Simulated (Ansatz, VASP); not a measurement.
# Two plane-wave programs on Ca

Contents of INCAR:

```
ALGO = Fast
EDIFF = 1E-6
ENCUT = 520
GGA = PE
ISIF = 2
ISMEAR = 0
LASPH = T
LCHARG = F
LREAL = F
LWAVE = F
NBANDS = 17
NELM = 80
PREC = Accurate
SIGMA = 0.1
```

Contents of KPOINTS:

```
k-points
0
Gamma
  12 12 6
```

File POSCAR:

```
Ca
1.0
    1.9712759950     -3.3954901800      0.0000000000
    1.9712759950      3.3954901800      0.0000000000
    0.0000000000      0.0000000000      6.5091117400
Ca
2
Direct
    0.8355866000      0.1644134000      0.2500000000
    0.1644134000      0.8355866000      0.7500000000
```

Input for Ansatz:

```yaml
crystal:
  lattice:
    - [1.971275995, -3.39549018, 0.0]
    - [1.971275995, 3.39549018, 0.0]
    - [0.0, 0.0, 6.50911174]
  atoms:
    - { symbol: Ca, position: [0.8355866, 0.1644134, 0.25] }
    - { symbol: Ca, position: [0.1644134, 0.8355866, 0.75] }
basis:
  ecutwfc: 420
kpoints:
  mp_grid: { grid: [12, 12, 6] }
hamiltonian:
  xc: pbe
scf:
  occupations: { method: gaussian, width: 0.1 }
output:
  forces: true
  stress: true
  eigenvalues: true
```

Alike in both runs: task single point; functional PBE; k mesh 12 × 12 × 6; occupations gaussian, width 0.1 eV; no spin polarisation.

|  | VASP | Ansatz |
| --- | --- | --- |
| version | VASP 6.6.1 | Ansatz 0.2.0 |
| potentials or method | VASP PAW PBE potentials, release 64 (Ca_sv), cutoff 520 eV | scalar-relativistic, plane waves, PAW |
| valence electrons in the cell | 20 | 20 |

|  | VASP | Ansatz | Ansatz less VASP |
| --- | --- | --- | --- |
| gap on the k mesh at the Fermi level (eV) | none | none | - |
| pressure (GPa) | -0.5 | -0.5 | +0.01 |
| traceless stress, the component that is largest in VASP (GPa) | 0.19 | 0.19 | 0.000 |
| rms of the force components (eV/Å) | 0.009 | 0.009 | +0.0001 |

Atom by atom the forces differ by 0.000 eV/Å (rms over components). A gap of «none» marks a metal or a gap that the smearing closes. The functional is the same, so the differences come from potentials, cutoffs and numerics.
